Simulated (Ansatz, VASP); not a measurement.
# AlAu: VASP beside Ansatz

```
Al Au
1.0
     3.05394    0.00000    0.00000
     0.00000    3.05394    0.00000
     0.00000    0.00000    3.05394
Al Au
1 1
Cartesian
  0.0000 0.0000 0.0000
  1.5270 1.5270 1.5270
```

Change from the starting cell: volume scaled by 0.85, PAW files.

Alike in both runs: task electric field gradients; functional LDA; k mesh 11 × 11 × 11; occupations fermi-dirac, width 0.05 eV; no spin polarisation.

|  | VASP | Ansatz |
| --- | --- | --- |
| version | VASP 6.6.1 | Ansatz 0.2.0 |
| potentials or method | VASP PAW LDA potentials, release 64 (Al, Au) | PAW with Ansatz's default frozen-core files, scalar-relativistic |
| plane-wave cutoff (eV) | 520 | 420 |
| valence electrons in the cell | 14 | 22 |

VASP gave:

- pressure (GPa): 17.3

Which values does Ansatz return?

Pressure (GPa): 16.9.

LDA's correlation is that of Perdew and Zunger in VASP and of Perdew and Wang (1992) in Ansatz. VASP's potentials hold 14 valence electrons a cell and Ansatz's 22, so a difference there can come from the potentials and not from the codes.

Spin-orbit coupling is off throughout.
